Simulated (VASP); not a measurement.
Write the native input for VASP 6.6.1 that does the following.

```
Task                   : single point
Functional             : PBE
Potentials or basis    : VASP PAW PBE potentials, release 64 (Pb_d, O)
Cutoff                 : 520 eV
k mesh                 : 4 × 4 × 4, shifted
Occupations            : fermi-dirac, width 0.025852 eV
Spin                   : no spin polarisation
Dipole correction      : no
Further INCAR settings : ALGO = Normal; EDIFF = 1e-06; NBANDS = 20; ISYM = 0
```

The structure of PbO2 lies in POSCAR:

```
PbO2
1.0
    0.0000000000      2.7019920000      2.7019920000
    2.7019920000      0.0000000000      2.7019920000
    2.7019920000      2.7019920000      0.0000000000
Pb O
1 2
Direct
    0.0000000000      0.0000000000      0.0000000000
    0.2500000000      0.2500000000      0.2500000000
    0.7500000000      0.7500000000      0.7500000000
```

These files were run (other wordings do the same):

INCAR

```
PREC = Accurate
ENCUT = 520
EDIFF = 1E-6
ISMEAR = -1
SIGMA = 0.025851999786435532
LREAL = False
LASPH = True
NELM = 80
ALGO = Normal
ISIF = 2
LWAVE = False
LCHARG = False
GGA = PE
NBANDS = 20
ISYM = 0
```

KPOINTS

```
Automatic mesh
0
Gamma
  4 4 4
  0.5 0.5 0.5
```

Potentials or basis: VASP PAW PBE potentials, release 64 (Pb_d, O).

Launch:

```bash
$ cat potpaw_PBE.64/Pb_d/POTCAR potpaw_PBE.64/O/POTCAR > POTCAR
$ mpirun -np 1 vasp_std > vasp.out
```

Results of the run:

```json
{"Pressure": "0.4 GPa", "Band gap on the k mesh": "0.13 eV, indirect (least direct gap 1.18 eV)"}
```

Caveat: spin-orbit coupling is left out, which moves the levels of the heavy elements.

Wall time 51 s on 1 thread of Intel(R) Xeon(R) Platinum 8488C (Sapphire Rapids), on a shared host, peak memory 0.22 GiB.
